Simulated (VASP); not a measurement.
# Be2CdS2 (P-6m2) in VASP: a series of runs, part 2 of 2

VASP 6.6.1. Earlier steps stand in the parts before.

## 3. Relaxation of cell and atoms, PBE

This run uses another cell than the first one, of 18.68 Å³/atom.

File INCAR:

```
PREC = Accurate
ENCUT = 600
EDIFF = 1E-6
ISMEAR = 0
SIGMA = 0.1
LREAL = F
LASPH = T
NELM = 100
ALGO = Normal
ISIF = 3
LWAVE = F
LCHARG = F
GGA = PE
IBRION = 2
NSW = 100
EDIFFG = -0.01
```

File KPOINTS:

```
regular mesh
0
Gamma
  12 12 6
```

File POSCAR:

```
Be2CdS2
1.0
    4.1763643073      0.0000000000      0.0000000000
   -2.0881821536      3.6168375855      0.0000000000
    0.0000000000      0.0000000000      6.1837829494
Be Cd S
2 1 2
Direct
    0.6666666667      0.3333333333      0.1692540551
    0.6666666667      0.3333333333      0.8307459449
    0.0000000000      0.0000000000      0.5000000000
    0.0000000000      0.0000000000      0.0000000000
    0.3333333333      0.6666666667      0.5000000000
```

Potentials or basis: VASP PAW PBE potentials, release 64 (Be, Cd, S).

Command:

```sh
$ cat potpaw_PBE.64/Be/POTCAR potpaw_PBE.64/Cd/POTCAR potpaw_PBE.64/S/POTCAR > POTCAR
$ mpirun -np 1 vasp_std > vasp.out
```

OUTCAR:

```text
PREC = Accurate
   ENCUT = 600
   EDIFF = 1E-6
   ISMEAR = 0
   LREAL = F
   LASPH = T
   NELM = 100
   ISIF = 3
   GGA = PE
   IBRION = 2
   NSW = 100
   EDIFFG = -0.01

 ion  position               nearest neighbor table
   1  0.667  0.333  0.169-   2 2.09
   2  0.667  0.333  0.831-   1 2.09
   3  0.000  0.000  0.500-   5 2.41   5 2.41   5 2.41   4 3.09   4 3.09
   4  0.000  0.000  0.000-   3 3.09   3 3.09
   5  0.333  0.667  0.500-   3 2.41   3 2.41   3 2.41

  LATTYP: Found a hexagonal cell.
 ALAT       =     4.1763643073
 C/A-ratio  =     1.4806617657

  Lattice vectors:

 A1 = (   4.1763643073,   0.0000000000,   0.0000000000)
 A2 = (  -2.0881821536,   3.6168375855,   0.0000000000)
 A3 = (   0.0000000000,   0.0000000000,   6.1837829494)
[... 385 lines left out ...]
  ---------------------------------------------------
  free energy    TOTEN  =       -13.61032872 eV

  energy without entropy =      -13.59820560  energy(sigma->0) =      -13.60426716

 E-fermi :   4.4281     XC(G=0):  -9.7503

 val. band max:        4.4005295487   @ k =   0.3333   0.0833   0.5000
 cond. band min:       4.4299546560   @ k =   0.3333   0.0000   0.5000
 fundamental gap:      0.0294251073
 Fermi energy:         4.4280519555

 k-point     1 :       0.0000    0.0000    0.0000
  band No.  band energies     occupation
      1      -9.9085      2.00000
      2      -8.7566      2.00000
      3      -5.1472      2.00000
      4      -5.1472      2.00000
      5      -4.6720      2.00000
      6      -4.6720      2.00000
[... 481 lines left out ...]
      5      -4.7974      2.00000
      6      -4.7023      2.00000
[... 10 lines left out ...]
     17       6.6733      0.00000
     18       7.4907      0.00000

 [... further k-points ...]

------------------------ aborting loop because EDIFF is reached ----------------------------------------

  FORCE on cell =-STRESS in cart. coord.  units (eV):
  Direction    XX          YY          ZZ          XY          YZ          ZX
  --------------------------------------------------------------------------------------
  -------------------------------------------------------------------------------------
  Total        0.0000435      0.0000435     -0.0114860      0.0000000      0.0000000     -0.0000000
  in kB        0.0007896      0.0007896     -0.2083546      0.0000000      0.0000000     -0.0000000
  external PRESSURE =      -0.0689251 kB  Pullay stress =       0.0000000 kB
[... 20 lines left out ...]
  FREE ENERGIE OF THE ION-ELECTRON SYSTEM (eV)
  ---------------------------------------------------
  free  energy   TOTEN  =       -13.6103287234 eV

  energy  without entropy=      -13.5982056026  energy(sigma->0) =      -13.60426716

 reached required accuracy - stopping structural energy minimisation
```

CONTCAR:

```text
Be2CdS2
   1.00000000000000
     4.3996794986036800    0.0000000000030532   -0.0000000000000000
    -2.1998397492465220    3.8102342142056393   -0.0000000000000000
     0.0000000000000000   -0.0000000000000000    5.2686870237632482
  Be              Cd              S
     2     1     2
Direct
     0.6666666667000030    0.3333333332999970    0.2179496042913776
     0.6666666667000030    0.3333333332999970    0.7820503957086223
     1.0000000000000000    0.0000000000000000    0.5000000000000000
     0.0000000000000000    0.0000000000000000    0.0000000000000000
     0.3333333332999970    0.6666666667000030    0.5000000000000000

  0.00000000E+00  0.00000000E+00  0.00000000E+00
  0.00000000E+00  0.00000000E+00  0.00000000E+00
  0.00000000E+00  0.00000000E+00  0.00000000E+00
  0.00000000E+00  0.00000000E+00  0.00000000E+00
  0.00000000E+00  0.00000000E+00  0.00000000E+00
```

Run time: 18 min. Hardware: 1 thread of Intel Xeon 6975P-C (Granite Rapids), shared host; peak memory 0.37 GiB.

What came out:

- Free energy: -13.6103 eV
- Relaxed volume: 17.66 Å³/atom
- Relaxed cell: a = 4.400 Å, b = 4.400 Å, c = 5.269 Å, α = 90.00°, β = 90.00°, γ = 120.00°
- Space group after relaxing (to 0.1 Å): P-6m2 (No. 187)
- Energy gained by relaxing: 21.6 meV/atom
- Ionic steps: 25
- Pressure after relaxing: 0.0 GPa
- Band gap on the k mesh: zero (bands 14 and 15 overlap by 2.80 eV)

Forces in eV/Å, atoms in the order of the input:
```
Be   0.000  0.000  0.002
Be   0.000  0.000 -0.002
Cd   0.000  0.000  0.000
S    0.000  0.000  0.000
S    0.000  0.000  0.000
```

Step by step:
```
step  energy change (eV)  largest force (eV/Å)  pressure (GPa)  volume (Å³)
   1              0.0000                0.0700            0.60        93.41
   2             -0.0043                0.0499           -0.13        94.36
   3             -0.0045                0.0442           -0.35        94.66
   4             -0.0069                0.0616           -0.33        94.41
   5             -0.0137                0.1230           -0.24        93.66
   6             -0.0274                0.2828            0.08        92.09
   7             -0.0257                0.7525            1.34        88.73
   8             -0.0346                0.4929            0.56        90.57
   9             -0.0345                0.5521            0.72        90.14
  10             -0.0351                0.5543            0.72        90.10
  11             -0.0367                0.5606            0.72        89.98
  12             -0.0397                0.5753            0.75        89.73
  13             -0.0439                0.6087            0.84        89.22
  14             -0.0425                0.6922            1.19        88.15
  15             -0.0447                0.6521            0.99        88.68
  16             -0.0519                0.6025            0.86        88.72
  17             -0.0699                0.4698            0.49        88.83
  18             -0.0919                0.2666           -0.12        89.03
  19             -0.0993                0.0766           -0.82        89.38
  20             -0.1004                0.0996           -0.70        89.31
  21             -0.1047                0.0746           -0.33        88.76
  22             -0.1071                0.0402            0.25        87.98
  23             -0.1071                0.0382            0.27        87.94
  24             -0.1077                0.0206            0.15        88.12
  25             -0.1079                0.0020           -0.01        88.32
```

Final structure:
```yaml
crystal:
  lattice:
    - [4.39968, 0.00000, 0.00000]
    - [-2.19984, 3.81023, 0.00000]
    - [0.00000, 0.00000, 5.26869]
  atoms:
    - { symbol: Be, position: [0.66667, 0.33333, 0.21795] }
    - { symbol: Be, position: [0.66667, 0.33333, 0.78205] }
    - { symbol: Cd, position: [0.00000, 0.00000, 0.50000] }
    - { symbol: S, position: [0.00000, 0.00000, 0.00000] }
    - { symbol: S, position: [0.33333, 0.66667, 0.50000] }
```

## 4. Relaxation of cell and atoms, PBE

This run uses another cell than the first one, of 17.57 Å³/atom.

File INCAR:

```
PREC = Accurate ; ENCUT = 600
EDIFF = 1E-6 ; ISMEAR = 0
SIGMA = 0.1 ; LREAL = F
LASPH = T ; NELM = 100
ALGO = Normal ; ISIF = 3
LWAVE = F ; LCHARG = F
GGA = PE ; IBRION = 2
NSW = 100 ; EDIFFG = -0.01
```

File KPOINTS:

```
Automatic mesh
0
Gamma
  12 12 8
```

File POSCAR:

```
Be2CdS2
1.0
    4.3972341200      0.0000000000      0.0000000000
   -2.1986170600      3.8081164544      0.0000000000
    0.0000000000      0.0000000000      5.2462434436
Be Cd S
2 1 2
Direct
    0.6666666667      0.3333333333      0.2199676941
    0.6666666667      0.3333333333      0.7800323059
    0.0000000000      0.0000000000      0.5000000000
    0.0000000000      0.0000000000      0.0000000000
    0.3333333333      0.6666666667      0.5000000000
```

Potentials or basis: VASP PAW PBE potentials, release 64 (Be, Cd, S).

Command:

```sh
$ cat potpaw_PBE.64/Be/POTCAR potpaw_PBE.64/Cd/POTCAR potpaw_PBE.64/S/POTCAR > POTCAR
$ mpirun -np 1 vasp_std > vasp.out
```

OUTCAR:

```text
PREC = Accurate
   ENCUT = 600
   EDIFF = 1E-6
   ISMEAR = 0
   LREAL = F
   LASPH = T
   NELM = 100
   ISIF = 3
   GGA = PE
   IBRION = 2
   NSW = 100
   EDIFFG = -0.01

 ion  position               nearest neighbor table
   1  0.667  0.333  0.220-   2 2.31   3 2.93   3 2.93   3 2.93
   2  0.667  0.333  0.780-   1 2.31   3 2.93   3 2.93   3 2.93
   3  0.000  0.000  0.500-   5 2.54   5 2.54   5 2.54   4 2.62   4 2.62   1 2.93   2 2.93   2 2.93
                             1 2.93   2 2.93   1 2.93
   4  0.000  0.000  0.000-   3 2.62   3 2.62
   5  0.333  0.667  0.500-   3 2.54   3 2.54   3 2.54

  LATTYP: Found a hexagonal cell.
 ALAT       =     4.3972341200
 C/A-ratio  =     1.1930780351

  Lattice vectors:

 A1 = (   4.3972341200,   0.0000000000,   0.0000000000)
 A2 = (  -2.1986170600,   3.8081164544,   0.0000000000)
 A3 = (   0.0000000000,   0.0000000000,   5.2462434436)

Analysis of symmetry for initial positions (statically):
=====================================================================
 Subroutine PRICEL returns:
 Original cell was already a primitive cell.

 Routine SETGRP: Setting up the symmetry group for a
 hexagonal supercell.

 Subroutine GETGRP returns: Found 12 space group operations
 (whereof 12 operations were pure point group operations)
 out of a pool of 24 trial point group operations.

The static configuration has the point symmetry D_3h.

Analysis of symmetry for dynamics (positions and initial velocities):
=====================================================================
 Subroutine PRICEL returns:
 Original cell was already a primitive cell.

 Routine SETGRP: Setting up the symmetry group for a
 hexagonal supercell.

 Subroutine GETGRP returns: Found 12 space group operations
 (whereof 12 operations were pure point group operations)
 out of a pool of 24 trial point group operations.

The dynamic configuration has the point symmetry D_3h.

 Subroutine INISYM returns: Found 12 space group operations
 (whereof 12 operations are pure point group operations),
 and found     1 'primitive' translations

----------------------------------------------------------------------------------------

                                     Primitive cell

  volume of cell :      87.8493

  direct lattice vectors                    reciprocal lattice vectors
     4.397234120  0.000000000  0.000000000     0.227415683  0.131298506  0.000000000
    -2.198617060  3.808116454  0.000000000     0.000000000  0.262597011  0.000000000
     0.000000000  0.000000000  5.246243444     0.000000000  0.000000000  0.190612580

  length of vectors
     4.397234120  4.397234120  5.246243444     0.262597011  0.262597011  0.190612580

  position of ions in fractional coordinates (direct lattice)
     0.666666667  0.333333333  0.219967694
     0.666666667  0.333333333  0.780032306
[... 123 lines left out ...]
--------------------------------------- Ionic step        1  -------------------------------------------

 number of electron      28.0000005 magnetization

 Free energy of the ion-electron system (eV)
  ---------------------------------------------------
  ext. energy  EPLUGINS =         0.00000000
  ---------------------------------------------------
  free energy    TOTEN  =       -13.60888066 eV

  energy without entropy =      -13.59794430  energy(sigma->0) =      -13.60341248

------------------------ aborting loop because EDIFF is reached ----------------------------------------

  FORCE on cell =-STRESS in cart. coord.  units (eV):
  Direction    XX          YY          ZZ          XY          YZ          ZX
  --------------------------------------------------------------------------------------
  -------------------------------------------------------------------------------------
  Total        0.1600942      0.1600942      0.2091524      0.0000000      0.0000000      0.0000000
  in kB        2.9197659      2.9197659      3.8144790      0.0000000      0.0000000      0.0000000
  external PRESSURE =       3.2180036 kB  Pullay stress =       0.0000000 kB

 VOLUME and BASIS-vectors are now :
 -----------------------------------------------------------------------------
  energy-cutoff  :      600.00
  volume of cell :       87.85
      direct lattice vectors                 reciprocal lattice vectors
     4.397234120  0.000000000  0.000000000     0.227415683  0.131298506  0.000000000
    -2.198617060  3.808116454  0.000000000     0.000000000  0.262597011  0.000000000
     0.000000000  0.000000000  5.246243444     0.000000000  0.000000000  0.190612580

 POSITION                                       TOTAL-FORCE (eV/Angst)
 -----------------------------------------------------------------------------------
      2.19862      1.26937      1.15400         0.000000      0.000000      0.003195
      2.19862      1.26937      4.09224         0.000000      0.000000     -0.003195
      0.00000      0.00000      2.62312        -0.000000      0.000000      0.000000
      0.00000      0.00000      0.00000         0.000000     -0.000000      0.000000
     -0.00000      2.53874      2.62312         0.000000      0.000000      0.000000
 -----------------------------------------------------------------------------------
    total drift:                               -0.000000      0.000000     -0.000000

  FREE ENERGIE OF THE ION-ELECTRON SYSTEM (eV)
  ---------------------------------------------------
  free  energy   TOTEN  =       -13.6088806560 eV

  energy  without entropy=      -13.5979442967  energy(sigma->0) =      -13.60341248

--------------------------------------- Ionic step        2  -------------------------------------------

 number of electron      28.0000004 magnetization

 Free energy of the ion-electron system (eV)
  ---------------------------------------------------
  ext. energy  EPLUGINS =         0.00000000
  ---------------------------------------------------
  free energy    TOTEN  =       -13.60928904 eV

  energy without entropy =      -13.59832633  energy(sigma->0) =      -13.60380768

 E-fermi :   4.4229     XC(G=0):  -9.7512

 val. band max:        4.4000402649   @ k =   0.3333   0.0000   0.1250
 cond. band min:       4.4241000287   @ k =   0.1667   0.1667   0.3750
 fundamental gap:      0.0240597638
 Fermi energy:         4.4228948974

 k-point     1 :       0.0000    0.0000    0.0000
  band No.  band energies     occupation
      1      -9.9056      2.00000
      2      -8.7515      2.00000
      3      -5.1430      2.00000
      4      -5.1430      2.00000
      5      -4.6712      2.00000
      6      -4.6712      2.00000
[... 481 lines left out ...]
      5      -4.7878      2.00000
      6      -4.6968      2.00000
[... 10 lines left out ...]
     17       6.5775      0.00000
     18       7.5077      0.00000

 [... further k-points ...]

------------------------ aborting loop because EDIFF is reached ----------------------------------------

  FORCE on cell =-STRESS in cart. coord.  units (eV):
  Direction    XX          YY          ZZ          XY          YZ          ZX
  --------------------------------------------------------------------------------------
  -------------------------------------------------------------------------------------
  Total       -0.0303198     -0.0303198      0.0003040      0.0000000      0.0000000      0.0000000
  in kB       -0.5501514     -0.5501514      0.0055158      0.0000000      0.0000000      0.0000000
  external PRESSURE =      -0.3649290 kB  Pullay stress =       0.0000000 kB

 VOLUME and BASIS-vectors are now :
 -----------------------------------------------------------------------------
  energy-cutoff  :      600.00
  volume of cell :       88.30
      direct lattice vectors                 reciprocal lattice vectors
     4.404026414 -0.000000000  0.000000000     0.227064941  0.131096005  0.000000000
    -2.202013207  3.813998754 -0.000000000     0.000000000  0.262192010  0.000000000
    -0.000000000  0.000000000  5.256830434     0.000000000  0.000000000  0.190228696

 POSITION                                       TOTAL-FORCE (eV/Angst)
 -----------------------------------------------------------------------------------
      2.20201      1.27133      1.15649         0.000000     -0.000000     -0.003112
      2.20201      1.27133      4.10034        -0.000000     -0.000000      0.003112
      4.40403     -0.00000      2.62842        -0.000000      0.000000     -0.000000
     -2.20201      3.81400     -0.00000         0.000000     -0.000000      0.000000
     -0.00000      2.54267      2.62842         0.000000     -0.000000     -0.000000
 -----------------------------------------------------------------------------------
    total drift:                               -0.000000      0.000000      0.000000

  FREE ENERGIE OF THE ION-ELECTRON SYSTEM (eV)
  ---------------------------------------------------
  free  energy   TOTEN  =       -13.6092890378 eV

  energy  without entropy=      -13.5983263280  energy(sigma->0) =      -13.60380768

 reached required accuracy - stopping structural energy minimisation
```

Run time: 1.8 min. Hardware: 1 thread of Intel Xeon 6975P-C (Granite Rapids), shared host; peak memory 0.36 GiB.

What came out:

- Free energy: -13.6093 eV
- Relaxed volume: 17.66 Å³/atom
- Relaxed cell: a = 4.404 Å, b = 4.404 Å, c = 5.257 Å, α = 90.00°, β = 90.00°, γ = 120.00°
- Space group after relaxing (to 0.1 Å): P-6m2 (No. 187)
- Energy gained by relaxing: 0.1 meV/atom
- Ionic steps: 2
- Pressure after relaxing: 0.0 GPa
- Largest force after relaxing: 0.003 eV/Å
- Band gap on the k mesh: zero (bands 14 and 15 overlap by 2.78 eV)

Forces on the atoms (eV/Å):
```
Be   0.000  0.000 -0.003
Be   0.000  0.000  0.003
Cd   0.000  0.000  0.000
S    0.000  0.000  0.000
S    0.000  0.000  0.000
```

The path:
```csv
step,energy change (eV),largest force (eV/Å),pressure (GPa),volume (Å³)
1,0.0000,0.0032,0.32,87.85
2,-0.0004,0.0031,-0.04,88.30
```

Final structure:
```
CELL_PARAMETERS angstrom
4.40403 0.00000 0.00000
-2.20201 3.81400 0.00000
0.00000 0.00000 5.25683
ATOMIC_POSITIONS crystal
Be 0.66667 0.33333 0.22000
Be 0.66667 0.33333 0.78000
Cd 0.00000 0.00000 0.50000
S 0.00000 0.00000 0.00000
S 0.33333 0.66667 0.50000
```

## 5. Summary

```tsv
potentials or basis	cell	k mesh	gap on the mesh (eV)	pressure (GPa)	relaxed volume (Å³/atom)
VASP PAW PBE potentials, release 64 (Be, Cd_sv_GW, S)	relaxed from a = 4.009, b = 4.009, c = 6.975 Å, angles 90.0, 90.0, 120.0°, 5 atoms, atomic positions A	6 × 6 × 4	none	0.0	17.81
VASP PAW PBE potentials, release 64 (Be, Cd, S)	relaxed from a = 4.176, b = 4.176, c = 6.184 Å, angles 90.0, 90.0, 120.0°, 5 atoms, atomic positions B	12 × 12 × 6	none	0.0	17.66
VASP PAW PBE potentials, release 64 (Be, Cd, S)	relaxed from a = 4.397, b = 4.397, c = 5.246 Å, angles 90.0, 90.0, 120.0°, 5 atoms, atomic positions C	12 × 12 × 8	none	0.0	17.66
```

Alike in all rows: task relaxation of cell and atoms; level PBE; no spin polarisation; cutoff (eV) 600; smearing gaussian 0.1 eV.

Caveats: a cell axis changed by over 15 % at a fixed basis, so the end point is rough (at least some runs).

Absolute energies hang on the potentials; compare differences alone.
